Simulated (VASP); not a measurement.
SiC, 12 atoms in the cell. It takes space group Pmn2_1 (No. 31, orthorhombic). Conventional cell: a = 3.075 Å, b = 15.224 Å, c = 4.348 Å, α = 90.00°, β = 90.00°, γ = 90.00°. Si (site symmetry m) has 3 C at 1.88 Å within 2.5 Å. Si (site symmetry m) has 4 C at 1.88 Å within 2.5 Å. Si (site symmetry m) has 4 C at 1.88 Å within 2.5 Å. Within 2.5 Å of C (site symmetry m) lie 4 Si at 1.88 Å. C (site symmetry m) has 4 Si at 1.88 Å within 2.5 Å. Within 2.5 Å of C (site symmetry m) lie 3 Si at 1.88 Å. 

| Item | Value |
| --- | --- |
| Program | VASP 6.6.1 |
| Task | single point |
| Functional | r2SCAN |
| Potentials or basis | VASP PAW PBE potentials, release 64 (Si, C) |
| Cutoff | 520 eV |
| k mesh | 6 × 9 × 3 |
| Occupations | gaussian, width 0.05 eV |
| Spin | no spin polarisation |
| Dipole correction | no |
| Further INCAR settings | ALGO = Normal; EDIFF = 1e-06; NBANDS = 36 |

Potentials or basis: VASP PAW PBE potentials, release 64 (Si, C).

Run with:

```bash
$ cat potpaw_PBE.64/Si/POTCAR potpaw_PBE.64/C/POTCAR > POTCAR
$ cp INCAR.step1 INCAR
$ mpirun -np 1 vasp_std > vasp.out
$ cp INCAR.step2 INCAR
$ mpirun -np 1 vasp_std > vasp.out
```

Hardware: 1 thread of AMD EPYC 7R13, with other jobs on the host.

**Question.** Estimate the wall time of this run.

**Answer.** It took 32 min on 1 thread of AMD EPYC 7R13, on a shared host, peak memory 0.42 GiB. Counts: k points 40.
